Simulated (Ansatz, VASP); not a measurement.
## Ba: VASP beside Ansatz

```
CELL_PARAMETERS angstrom
-2.49862 2.49862 2.49862
2.49862 -2.49862 2.49862
2.49862 2.49862 -2.49862
ATOMIC_POSITIONS crystal
Ba 0.00000 0.00000 0.00000
```

Alike in both runs: functional PBE; k mesh 5 × 5 × 5; no spin polarisation.

Ansatz relaxed the structure, and its values are those at the end. VASP's run is a single point on that final structure, the one shown.

|  | VASP | Ansatz |
| --- | --- | --- |
| version | VASP 6.6.1 | Ansatz 0.2.0 |
| potentials or method | VASP PAW PBE potentials, release 64 (Ba_sv), cutoff 520 eV | PAW plane waves |
| occupations | fermi-dirac, width 0.1 eV | fermi-dirac |
| valence electrons in the cell | 10 | 10 |

|  | VASP | Ansatz | Ansatz less VASP |
| --- | --- | --- | --- |
| gap on the k mesh at the Fermi level (eV) | none | none | - |
| pressure (GPa) | 0.1 | 0.0 | -0.05 |

A gap of «none» marks a metal or a gap that the smearing closes.

Neither program's run includes spin-orbit coupling.
